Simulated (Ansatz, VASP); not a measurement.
## Two plane-wave programs on SiGe3

File INCAR:

```
PREC = Accurate ; ENCUT = 520
EDIFF = 1E-6 ; ISMEAR = 0
SIGMA = 0.01 ; LREAL = False
LASPH = True ; NELM = 100
ALGO = Normal ; ISIF = 2
LWAVE = False ; LCHARG = False
GGA = PE ; NBANDS = 31
```

File KPOINTS:

```
Automatic mesh
0
Gamma
  6 6 6
```

The input POSCAR:

```
SiGe3
1.0
    2.0466636578      1.1816418138      6.6822680298
   -2.0466636578      1.1816418138      6.6822680298
    0.0000000000     -2.3632836275      6.6822680299
Si Ge
1 3
Direct
    1.0000089734      0.0000089734      0.0000089734
    0.5000418458      0.5000418458      0.5000418458
    0.3732519593      0.3732519593      0.3732519593
    0.8766972216      0.8766972216      0.8766972216
```

Input for Ansatz:

```yaml
crystal:
  lattice:
    - [2.0466636578, 1.1816418138, 6.6822680298]
    - [-2.0466636578, 1.1816418138, 6.6822680298]
    - [0.0, -2.3632836275, 6.6822680299]
  atoms:
    - { symbol: Si, position: [1.0000089734, 8.9734e-06, 8.9734e-06] }
    - { symbol: Ge, position: [0.5000418458, 0.5000418458, 0.5000418458] }
    - { symbol: Ge, position: [0.3732519593, 0.3732519593, 0.3732519593] }
    - { symbol: Ge, position: [0.8766972216, 0.8766972216, 0.8766972216] }
kpoints:
  mp_grid: { grid: [6, 6, 6] }
hamiltonian:
  xc: pbe
scf:
  occupations: { method: fixed }
  n_extra_bands: 5
output:
  forces: true
  stress: true
  eigenvalues: true
```

Alike in both runs: task single point; functional PBE; k mesh 6 × 6 × 6; no spin polarisation.

```csv
,VASP,Ansatz
version,VASP 6.6.1,Ansatz 0.2.0
potentials or method,"VASP PAW PBE potentials, release 64 (Si, Ge_d)","plane waves, PAW"
plane-wave cutoff (eV),520,420
occupations,"gaussian, width 0.01 eV",fixed
valence electrons in the cell,46,46
```

VASP gave:

```
gap on the k mesh at the Fermi level (eV)                     : none
pressure (GPa)                                                : -3.4
traceless stress, the component that is largest in VASP (GPa) : -0.11
rms of the force components (eV/Å)                            : 0.012
```

Estimate Ansatz's values.

gap on the k mesh at the Fermi level (eV): none; pressure (GPa): -3.3; traceless stress, the component that is largest in VASP (GPa): -0.11; rms of the force components (eV/Å): 0.012.

Atom by atom the forces differ by 0.001 eV/Å (rms over components). A gap of «none» marks a metal or a gap that the smearing closes. Ansatz's warnings: unresolved pair at count.
